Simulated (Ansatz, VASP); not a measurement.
# SnSe2: VASP beside Ansatz

```
CELL_PARAMETERS angstrom
3.84190 0.00000 0.00000
-1.92095 3.32718 0.00000
0.00000 0.00000 6.48588
ATOMIC_POSITIONS crystal
Sn 0.00000 0.00000 0.00000
Se 0.66667 0.33333 0.75710
Se 0.33333 0.66667 0.24290
```

Alike in both runs: task single point; functional PBEsol; k mesh 6 × 6 × 4; occupations gaussian, width 0.1 eV; no spin polarisation.

|  | VASP | Ansatz |
| --- | --- | --- |
| version | VASP 6.6.1 | Ansatz 0.2.0 |
| potentials or method | VASP PAW PBE potentials, release 64 (Sn_d, Se), cutoff 500 eV | scalar-relativistic, plane waves, PAW |
| valence electrons in the cell | 26 | 46 |

```csv
,VASP,Ansatz,Ansatz less VASP
gap on the k mesh at the Fermi level (eV),0.69,0.69,+0.001
least direct gap on the mesh (eV),1.11,1.11,+0.002
pressure (GPa),-0.6,-0.8,-0.11
"traceless stress, the component that is largest in VASP (GPa)",0.35,0.35,-0.004
rms of the force components (eV/Å),0.024,0.015,-0.0094
```

VASP's potentials were made for PBE, not for PBEsol, and Ansatz warns of the same on its side. Atom by atom the forces differ by 0.009 eV/Å (rms over components). The functional is the same, so the differences come from potentials, cutoffs and numerics. VASP's potentials hold 26 valence electrons a cell and Ansatz's 46, so a difference there can come from the potentials and not from the codes.
